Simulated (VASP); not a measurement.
**Zr2B3: relaxation of cell and atoms with PBE**

The system is Zr2B3.

```xyz
5
Lattice="3.6953 0.0000 0.0000 -1.8477 3.2002 0.0000 0.0000 0.0000 4.5377" Properties=species:S:1:pos:R:3 pbc="T T T"
Zr    1.8477    1.0667    2.2689
Zr    0.0000    2.1335    0.0000
B     0.0000    0.0000    3.3824
B     0.0000    0.0000    1.1553
B     1.8477    1.0667    0.0000
```

| Property | Result |
| --- | --- |
| Program | VASP 6.6.1 |
| Task | relaxation of cell and atoms |
| Functional | PBE |
| Potentials or basis | VASP PAW PBE potentials, release 64 (Zr_sv, B) |
| Cutoff | 600 eV |
| k mesh | 6 × 6 × 4 |
| Occupations | gaussian, width 0.1 eV |
| Spin | no spin polarisation |
| Dipole correction | no |
| Further INCAR settings | ALGO = Normal; EDIFF = 1e-06; IBRION = 2; EDIFFG = -0.04; NSW = 90; ISIF = 3 |

```yaml
Relaxed_volume: 13.17 Å³/atom
Relaxed_cell: a = 3.905 Å, b = 3.905 Å, c = 4.985 Å, α = 90.00°, β = 90.00°, γ = 120.00°
Space_group_after_relaxing_to_0.05_Å: P-6m2 (No. 187)
Energy_gained_by_relaxing: 387.0 meV/atom
Ionic_steps: 16
Pressure_after_relaxing: -0.1 GPa
Largest_force_after_relaxing: 0.039 eV/Å
```

Forces on the atoms (eV/Å):
```
Zr   0.000  0.000  0.000
Zr   0.000  0.000  0.000
B    0.000  0.000  0.039
B    0.000  0.000 -0.039
B    0.000  0.000  0.000
```

The path:
| step | energy change (eV) | largest force (eV/Å) | pressure (GPa) | volume (Å³) |
| --- | --- | --- | --- | --- |
| 1 | 0.0000 | 1.1525 | 40.47 | 53.66 |
| 2 | -0.2685 | 1.0754 | -21.05 | 77.58 |
| 3 | -1.2297 | 1.1793 | -1.93 | 64.86 |
| 4 | -1.2306 | 1.1821 | -1.23 | 64.56 |
| 5 | -1.3766 | 1.2798 | -1.08 | 64.51 |
| 6 | -1.7000 | 1.0620 | 1.28 | 64.28 |
| 7 | -0.0247 | 7.0376 | 24.33 | 63.51 |
| 8 | -1.7465 | 0.8506 | 2.22 | 64.25 |
| 9 | -1.8208 | 0.5758 | 2.16 | 64.57 |
| 10 | -1.8779 | 0.3857 | 2.78 | 65.17 |
| 11 | -1.8786 | 0.2236 | 2.64 | 65.09 |
| 12 | -1.9115 | 0.0854 | 0.90 | 65.62 |
| 13 | -1.9294 | 0.1191 | -1.63 | 66.44 |
| 14 | -1.9294 | 0.1099 | -1.53 | 66.41 |
| 15 | -1.9340 | 0.0158 | -0.62 | 66.04 |
| 16 | -1.9348 | 0.0390 | -0.10 | 65.83 |

Final structure:
```
Zr B
1.0
     3.90506    0.00000    0.00000
    -1.95253    3.38188    0.00000
     0.00000    0.00000    4.98468
Zr B
2 3
Direct
  0.66667 0.33333 0.50000
  0.33333 0.66667 0.00000
  0.00000 0.00000 0.67383
  0.00000 0.00000 0.32617
  0.66667 0.33333 0.00000
```

Levels at points of the mesh, in eV from the Fermi level:
```tsv
k point	band 12	band 13	band 14	band 15	band 16	band 17	band 18	band 19	band 20
(0.00, 0.00, 0.00)	-3.68	-3.68	-1.63	-1.63	0.10	0.34	0.34	0.94	0.94
(0.50, 0.00, 0.00)	-4.23	-3.09	-1.87	-1.84	-1.72	0.08	0.76	1.79	2.91
(0.00, 0.00, 0.50)	-3.45	-3.37	-3.01	-3.01	-1.87	2.39	2.39	2.41	2.41
(0.50, 0.00, 0.50)	-4.30	-2.46	-2.01	-1.79	-0.79	0.28	0.42	1.07	1.77
```

Wall time 5 min on 1 thread of AMD EPYC 7R43 64-Core Processor (Zen 3), on a shared host, peak memory 0.16 GiB.

Caveat: the volume moved by over 15 % at a fixed basis, so the end points are rough.
